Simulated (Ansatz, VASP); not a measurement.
One calculation of Ta, two programs

```
Ta
1.0
    -1.66735    1.66735    1.66735
     1.66735   -1.66735    1.66735
     1.66735    1.66735   -1.66735
Ta
1
Direct
  0.00000 0.00000 0.00000
```

Alike in both runs: task single point; functional LDA; k mesh 22 × 22 × 22; occupations gaussian, width 0.05 eV; no spin polarisation.

|  | VASP | Ansatz |
| --- | --- | --- |
| version | VASP 6.6.1 | Ansatz 0.2.0 |
| potentials or method | VASP PAW LDA potentials, release 64 (Ta_pv), cutoff 520 eV | scalar-relativistic, plane waves, PAW |
| valence electrons in the cell | 11 | 13 |

VASP gave:

```
gap on the k mesh at the Fermi level (eV) : none
pressure (GPa)                            : -13.4
```

Which values does Ansatz return?

gap on the k mesh at the Fermi level (eV): none; pressure (GPa): -14.0.

LDA's correlation is that of Perdew and Zunger in VASP and of Perdew and Wang (1992) in Ansatz. A gap of «none» marks a metal or a gap that the smearing closes. VASP's potentials hold 11 valence electrons a cell and Ansatz's 13, so a difference there can come from the potentials and not from the codes.

Neither program's run includes spin-orbit coupling.
